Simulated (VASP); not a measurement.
Here is a VASP 6.6.1 calculation.

File INCAR:

```
SYSTEM = Sn4P
PREC     = Accurate       ! precision mode
ENCUT    = 520            ! plane-wave cutoff, eV
EDIFF    = 1E-6           ! SCF threshold, eV
ISMEAR   = 0              ! smearing method
SIGMA    = 0.1            ! smearing width, eV
LREAL    = .FALSE.        ! projectors in reciprocal space
LASPH    = .TRUE.         ! aspherical terms in the spheres
NELM     = 100            ! most SCF steps
ALGO     = Normal         ! electronic algorithm
ISIF     = 2              ! what is computed and relaxed
LWAVE    = .FALSE.        ! write WAVECAR
LCHARG   = .TRUE.         ! write CHGCAR
GGA      = PE             ! functional
LELF     = .TRUE.         ! ELF
LVHAR    = .TRUE.       
NBANDS   = 38             ! bands
```

Contents of KPOINTS:

```
regular mesh
0
G
  4 4 4
  0 0 0
```

File POSCAR:

```
Sn4P
1.0
    5.6120196233      0.0000000000      0.0000000000
    0.0000000000      5.6120196233      0.0000000000
    0.0000000000      0.0000000000      5.6120196233
Sn P
4 1
Direct
    0.5000000000      0.5000000000      0.5000000000
    0.0000000000      0.5000000000      0.5000000000
    0.5000000000      0.0000000000      0.5000000000
    0.5000000000      0.5000000000      0.0000000000
    0.0000000000      0.0000000000      0.0000000000
```

Potentials or basis: VASP PAW PBE potentials, release 64 (Sn_d, P).

Run with:

```sh
$ cat potpaw_PBE.64/Sn_d/POTCAR potpaw_PBE.64/P/POTCAR > POTCAR
$ mpirun -np 1 vasp_std > vasp.out
```

Task: Predict the pressure.

Result: 0.2 GPa.
